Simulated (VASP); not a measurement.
A run of VASP 6.6.1:

The input INCAR:

```
ALGO = Normal ; EDIFF = 1E-6
ENCUT = 520 ; GGA = PE
ISIF = 2 ; ISMEAR = 0
ISPIN = 2 ; IVDW = 12
LASPH = T ; LCHARG = F
LORBIT = 11 ; LREAL = Auto
LWAVE = F ; MAGMOM = 0 0 0 0 0 0 0 0 0 0 0 0 0 0 0 0 1
NBANDS = 52 ; NELM = 150
PREC = Accurate ; SIGMA = 0.05
```

The input KPOINTS:

```
k-points
0
Gamma
  2 2 2
```

File POSCAR:

```
Si16C
1.0
    0.0000000000      5.4300000000      5.4300000000
    5.4300000000      0.0000000000      5.4300000000
    5.4300000000      5.4300000000      0.0000000000
Si C
16 1
Direct
   -0.0137632804      0.0139892051      0.0139889086
    0.1161799532      0.1481985499      0.1224488345
   -0.0194457358      0.0206008528      0.4957204258
    0.1440835231      0.0649797703      0.6472945375
   -0.0215981005      0.5213239901      0.0120761687
    0.1210900072      0.6396027406      0.1187588750
    0.0569170682      0.4213683448      0.4655981150
    0.0771291000      0.6534052050      0.6440042983
    0.4896745433      0.0157748223      0.0054092486
    0.6136229068      0.1482710770      0.1224566468
    0.5035619843      0.0206608208      0.4957341433
    0.6066920285      0.1561745913      0.6309613067
    0.4887458700      0.5214019195      0.0119650495
    0.6049412428      0.6417879456      0.1488288950
    0.4731018055      0.5308392285      0.5234530091
    0.6259430714      0.6534895367      0.6438870407
    0.8945549224      0.5615276697      0.6498245769
```

Potentials or basis: VASP PAW PBE potentials, release 64 (Si, C).

The run is started by

```sh
$ cat potpaw_PBE.64/Si/POTCAR potpaw_PBE.64/C/POTCAR > POTCAR
$ mpirun -np 1 vasp_std > vasp.out
```

Hardware: 1 thread of Intel(R) Xeon(R) Platinum 8488C (Sapphire Rapids) (shared host).

Question: How long does it take, and how much memory?

Answer: It took 6.7 min on 1 thread of Intel(R) Xeon(R) Platinum 8488C (Sapphire Rapids) (shared host), peak memory 0.7 GiB. Counts: scf iterations 16, k points 8.
